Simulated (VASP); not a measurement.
**LaAl3Ag: single point with PBE+D3(BJ)**

The system is LaAl3Ag.

```
CELL_PARAMETERS angstrom
3.14988 -5.35159 0.00000
3.14988 5.35159 0.00000
0.00000 0.00000 6.05736
ATOMIC_POSITIONS crystal
La 0.24238 0.75762 0.25000
La 0.75762 0.24238 0.75000
Al 0.65591 0.34409 0.25000
Al 0.34409 0.65591 0.75000
Al 0.72096 0.72096 0.50000
Al 0.72096 0.72096 0.00000
Al 0.27904 0.27904 0.50000
Al 0.27904 0.27904 0.00000
Ag 0.89118 0.10882 0.25000
Ag 0.10882 0.89118 0.75000
```

```json
{"Program": "VASP 6.6.1", "Task": "single point", "Functional": "PBE", "Dispersion": "D3(BJ)", "Potentials or basis": "VASP PAW PBE potentials, release 64 (La, Al, Ag)", "Cutoff": "520 eV", "k mesh": "6 × 6 × 6", "Occupations": "gaussian, width 0.1 eV", "Spin": "no spin polarisation", "Dipole correction": "no", "Further INCAR settings": "ALGO = Normal; EDIFF = 1e-06; NBANDS = 42"}
```

* Pressure: -0.1 GPa
* Largest force: 0.004 eV/Å
* Band gap on the k mesh: zero (bands 31 and 32 overlap by 1.41 eV)
* Dispersion energy per atom: -0.394 eV

Forces on the atoms (eV/Å):
```
La   0.000 -0.002  0.000
La   0.000  0.002  0.000
Al   0.000 -0.001  0.000
Al   0.000  0.001  0.000
Al  -0.001  0.000  0.000
Al  -0.001  0.000  0.000
Al   0.001  0.000  0.000
Al   0.001  0.000  0.000
Ag   0.000  0.004  0.000
Ag   0.000 -0.004  0.000
```

Levels at points of the mesh, in eV from the Fermi level:
```
           k point  band 27  band 28  band 29  band 30  band 31  band 32  band 33  band 34  band 35  band 36
(0.00, 0.00, 0.00)    -1.91    -1.72    -1.37    -1.14    -0.46    -0.04     1.07     1.48     1.61     1.71
(0.50, 0.00, 0.00)    -1.66    -1.49    -1.37    -0.73    -0.72    -0.32     1.37     1.48     1.57     1.60
(0.50, 0.50, 0.00)    -1.29    -1.15    -1.10    -1.04     0.03     1.11     1.14     1.34     1.59     1.69
(0.00, 0.00, 0.50)    -1.49    -1.49    -1.10    -1.10    -0.82    -0.82     1.59     1.59     1.96     1.96
(0.50, 0.00, 0.50)    -1.08    -1.08    -0.12    -0.12     0.26     0.26     0.76     0.76     1.44     1.44
(0.50, 0.50, 0.50)    -0.89    -0.89    -0.35    -0.35     0.02     0.02     0.83     0.83     1.24     1.24
```

It took 4.6 min on 1 × NVIDIA H100 80GB with 1 thread of AMD EPYC 7R13 Processor (Zen 3), with other jobs on the host, peak memory 1.7 GiB.

Caveat: spin-orbit coupling is left out, which moves the levels of the heavy elements.
